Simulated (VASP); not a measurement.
# Zr (Fm-3m) in VASP: further runs

Runs on Zr. Level: PBEsol+D4. Tasks: single point.

All numbers are computed with VASP 6.6.1; they aren't measurements. Logs are shortened: lines on timing, memory, paths and dates and some standing lists are left out, and cuts for length are marked.

### Step 1. The cell of the first run

The structure is cubic, space group Fm-3m (No. 225). The conventional cell has a = 4.418 Å, b = 4.418 Å, c = 4.418 Å, α = 90.00°, β = 90.00°, γ = 90.00°. Within 4.1 Å of Zr (site symmetry m-3m) lie 12 Zr at 3.12 Å.

### Step 2. Single point, PBEsol+D4, collinear spin, ferromagnetic start (volume scaled by 0.94)

INCAR reads:

```
SYSTEM = Zr
ALGO = Normal
EDIFF = 1E-6
ENCUT = 520
GGA = PS
ISIF = 2
ISMEAR = -1
ISPIN = 2
IVDW = 13
LASPH = .True.
LCHARG = .True.
LELF = .True.
LMAXMIX = 4
LORBIT = 11
LREAL = .False.
LVHAR = .True.
LWAVE = .False.
MAGMOM = 1
NBANDS = 16
NELM = 150
NUPDOWN = 1.0
PREC = Accurate
SIGMA = 0.01
```

KPOINTS reads:

```
k-points
0
Gamma
  10 10 10
  0 0 0
```

POSCAR reads:

```
Zr
1.0
    0.0000000000      2.2089666752      2.2089666752
    2.2089666752      0.0000000000      2.2089666752
    2.2089666752      2.2089666752      0.0000000000
Zr
1
Direct
    0.0000000000      0.0000000000      0.0000000000
```

Potentials or basis: VASP PAW PBE potentials, release 64 (Zr_sv).

Command:

```bash
cat potpaw_PBE.64/Zr_sv/POTCAR > POTCAR
mpirun -np 1 vasp_std > vasp.out
```

OUTCAR:

```text
SYSTEM = Zr
   EDIFF = 1E-6
   ENCUT = 520
   GGA = PS
   ISIF = 2
   ISMEAR = -1
   ISPIN = 2
   IVDW = 13
   LASPH = .True.
   LORBIT = 11
   LREAL = .False.
   NELM = 150
   NUPDOWN = 1.0
   PREC = Accurate

 ion  position               nearest neighbor table
   1  0.000  0.000  0.000-

  LATTYP: Found a face centered cubic cell.
 ALAT       =     4.4179333504

  Lattice vectors:

 A1 = (   0.0000000000,   2.2089666752,   2.2089666752)
 A2 = (   2.2089666752,   0.0000000000,   2.2089666752)
 A3 = (   2.2089666752,   2.2089666752,   0.0000000000)

Analysis of symmetry for initial positions (statically):
=====================================================================
 Subroutine PRICEL returns:
 Original cell was already a primitive cell.

 Routine SETGRP: Setting up the symmetry group for a
 face centered cubic supercell.

 Subroutine GETGRP returns: Found 48 space group operations
 (whereof 48 operations were pure point group operations)
 out of a pool of 48 trial point group operations.

The static configuration has the point symmetry O_h .

Analysis of symmetry for dynamics (positions and initial velocities):
=====================================================================
 Subroutine PRICEL returns:
 Original cell was already a primitive cell.

 Routine SETGRP: Setting up the symmetry group for a
 face centered cubic supercell.

 Subroutine GETGRP returns: Found 48 space group operations
 (whereof 48 operations were pure point group operations)
 out of a pool of 48 trial point group operations.

The dynamic configuration has the point symmetry O_h .

Analysis of structural, dynamic, and magnetic symmetry:
=====================================================================
 Subroutine PRICEL returns:
 Original cell was already a primitive cell.

 Routine SETGRP: Setting up the symmetry group for a
 face centered cubic supercell.

 Subroutine GETGRP returns: Found 48 space group operations
 (whereof 48 operations were pure point group operations)
 out of a pool of 48 trial point group operations.

The overall configuration has the point symmetry O_h .

 Subroutine INISYM returns: Found 48 space group operations
 (whereof 48 operations are pure point group operations),
 and found     1 'primitive' translations

----------------------------------------------------------------------------------------

[... 103 lines left out ...]
   EMIN   =  10.00;   EMAX   =-10.00  energy-range for DOS
   EFERMI =   0.00;   METHOD = LEGACY
   ISMEAR =    -1;   SIGMA  =   0.01  broadening in eV -4-tet -1-fermi 0-gaus
   EFERMI_NEDOS =   21; number of points for ismear=-14 and -15
   IALGO  =     38    algorithm
   IMIX   =      4    mixing-type and parameters
     AMIX     =   0.40;   BMIX     =  1.00
     AMIX_MAG =   1.60;   BMIX_MAG =  1.00
  volume/ion in A,a.u.               =      21.56       145.48
  Fermi-wavevector in a.u.,A,eV,Ry     =   1.346696  2.544886 24.675374  1.813589
  Thomas-Fermi vector in A             =   2.474507
   LORBIT       =     11    0 simple, 1 ext, 2 COOP (PROOUT), +10 PAW based schemes
   GGA     = PS    functional components
   LHFCALC =     F    Hartree Fock is set to
   AEXX    =    0.0000 exact exchange contribution
   IVDW    =    13    specifies the selected vdW correction
   LEPSILON=     F    determine dielectric tensor
   LRPA    =     F    only Hartree local field effects (RPA)
 spin polarized calculation
  energy-cutoff  :      520.00
  volume of cell :       21.56
 maximum number of plane-waves:       589
   NGX = 11   NGY = 11   NGZ = 11

 number of electron      12.0000000 magnetization       1.0000000

 Free energy of the ion-electron system (eV)
  ---------------------------------------------------
  ext. energy  EPLUGINS =         0.00000000
  ---------------------------------------------------
  free energy    TOTEN  =        -8.84743672 eV

  energy without entropy =       -8.84720080  energy(sigma->0) =       -8.84731876

 E-fermi :   9.1693     XC(G=0): -11.5340

 val. band max:        9.9222955911   @ k =  -0.4000   0.3000   0.0000
 cond. band min:       9.1826632061   @ k =   0.5000   0.2000   0.0000
 fundamental gap:     -0.7396323850
 Fermi energy:        10.0160231157

 spin component 1

 k-point     1 :       0.0000    0.0000    0.0000
  band No.  band energies     occupation
      1     -38.9688      1.00000
      2     -16.4021      1.00000
      3     -16.4021      1.00000
      4     -16.4021      1.00000
      5       3.5884      1.00000
      6      10.3339      0.00000
[... 435 lines left out ...]
      5       6.5515      1.00000
      6       7.5048      1.00000
[... 8 lines left out ...]
     15      28.7294      0.00000
     16      31.3777      0.00000

 [... further k-points ...]

 spin component 2

 k-point     1 :       0.0000    0.0000    0.0000
  band No.  band energies     occupation
      1     -38.6236      1.00000
      2     -16.0208      1.00000
      3     -16.0208      1.00000
      4     -16.0208      1.00000
      5       4.3577      1.00000
      6      10.9879      0.00000
[... 435 lines left out ...]
      5       7.1972      1.00000
      6       8.2413      1.00000
[... 8 lines left out ...]
     15      29.4403      0.00000
     16      32.1385      0.00000

 [... further k-points ...]

------------------------ aborting loop because EDIFF is reached ----------------------------------------

  DFT-D4 for vdW energy calculation

  Edisp (eV):   -0.12932

  FORCE on cell =-STRESS in cart. coord.  units (eV):
  Direction    XX          YY          ZZ          XY          YZ          ZX
  --------------------------------------------------------------------------------------
  -------------------------------------------------------------------------------------
  Total       0.79247     0.79247     0.79247     0.00000    -0.00000     0.00000
  in kB      58.89774    58.89774    58.89774     0.00000    -0.00000     0.00000
  external pressure =       58.90 kB  Pullay stress =        0.00 kB

 VOLUME and BASIS-vectors are now :
 -----------------------------------------------------------------------------
  energy-cutoff  :      520.00
  volume of cell :       21.56
      direct lattice vectors                 reciprocal lattice vectors
     0.000000000  2.208966675  2.208966675    -0.226350178  0.226350178  0.226350178
     2.208966675  0.000000000  2.208966675     0.226350178 -0.226350178  0.226350178
     2.208966675  2.208966675  0.000000000     0.226350178  0.226350178 -0.226350178

 POSITION                                       TOTAL-FORCE (eV/Angst)
 -----------------------------------------------------------------------------------
      0.00000      0.00000      0.00000         0.000000      0.000000      0.000000
 -----------------------------------------------------------------------------------
    total drift:                                0.000000      0.000000      0.000000

  FREE ENERGIE OF THE ION-ELECTRON SYSTEM (eV)
  ---------------------------------------------------
  free  energy   TOTEN  =        -8.9767573003 eV

  energy  without entropy=       -8.9765213759  energy(sigma->0) =       -8.97663934

 total charge

# of ion       s       p       d       tot
------------------------------------------
    1        2.247   5.959   1.728   9.934

 magnetization (x)

# of ion       s       p       d       tot
------------------------------------------
    1        0.012   0.048   0.513   0.574
```

stdout:

```text
POSCAR found type information on POSCAR Zr
 POSCAR found :  1 types and       1 ions
 scaLAPACK will be used
 -----------------------------------------------------------------------------
|                                                                             |
|                                                                             |
|     You enforced a specific xc type in the INCAR file but a different       |
|     I HOPE YOU KNOW WHAT YOU ARE DOING!                                     |
|                                                                             |
 -----------------------------------------------------------------------------

 LDA part: xc-table for (Slater+PW92), standard interpolation
 POSCAR, INCAR and KPOINTS ok, starting setup
 FFT: planning ... GRIDC
 FFT: planning ... GRID_SOFT
 FFT: planning ... GRID
 WAVECAR not read
 entering main loop
```

Wall time 14 s (1 thread of Intel Xeon Platinum 8488C (Sapphire Rapids), shared host); peak memory 0.16 GiB.

Results:

| Property | Result |
| --- | --- |
| Free energy | -8.9768 eV |
| Pressure | 5.9 GPa |
| Net moment | 1.00 μB per cell |
| Site moments | Zr +0.57 μB |
| Valence electrons inside the program's atomic spheres | Zr 9.93 |
| Dispersion energy per atom | -0.129 eV |

Caveat: the PAW data sets were made with another functional, which shifts forces and pressure a little; the total moment is fixed, so each spin has its own Fermi level.

### Step 3. Single point, PBEsol+D4, collinear spin, ferromagnetic start (volume scaled by 0.96)

INCAR reads:

```
SYSTEM = Zr
PREC     = Accurate       ! precision mode
ENCUT    = 520            ! plane-wave cutoff, eV
EDIFF    = 1E-6           ! SCF threshold, eV
ISMEAR   = -1             ! smearing method
SIGMA    = 0.01           ! smearing width, eV
LREAL    = .FALSE.        ! projectors in reciprocal space
LASPH    = .TRUE.         ! aspherical terms in the spheres
NELM     = 150            ! most SCF steps
ALGO     = Fast           ! electronic algorithm
ISIF     = 2              ! what is computed and relaxed
LWAVE    = .FALSE.        ! write WAVECAR
LCHARG   = .TRUE.         ! write CHGCAR
ISPIN    = 2              ! spin polarisation
MAGMOM   = 1              ! initial moments
LORBIT   = 11             ! projections on sites
NUPDOWN  = 1.0            ! fixed moment
LMAXMIX  = 4              ! l up to which the mixer works
GGA      = PS             ! functional
IVDW     = 13             ! dispersion correction
LELF     = .TRUE.         ! ELF
LVHAR    = .TRUE.       
NBANDS   = 16             ! bands
```

KPOINTS reads:

```
regular mesh
0
G
  10 10 10
  0 0 0
```

POSCAR reads:

```
Zr
1.0
    0.0000000000      2.2245232910      2.2245232910
    2.2245232910      0.0000000000      2.2245232910
    2.2245232910      2.2245232910      0.0000000000
Zr
1
Direct
    0.0000000000      0.0000000000      0.0000000000
```

Potentials or basis: VASP PAW PBE potentials, release 64 (Zr_sv).

Command:

```bash
cat potpaw_PBE.64/Zr_sv/POTCAR > POTCAR
mpirun -np 1 vasp_std > vasp.out
```

It took 18 s on 1 thread of Intel Xeon Platinum 8488C (Sapphire Rapids), shared host; peak memory 0.16 GiB.

The run converged. Its results:

```yaml
Free_energy: -8.9902 eV
Pressure: 3.4 GPa
Net_moment: 1.00 μB per cell
Site_moments: Zr +0.57 μB
Valence_electrons_inside_the_program's_atomic_spheres: Zr 9.90
Dispersion_energy_per_atom: -0.127 eV
```

Caveat: the PAW data sets were made with another functional, which shifts forces and pressure a little; the total moment is fixed, so each spin has its own Fermi level.
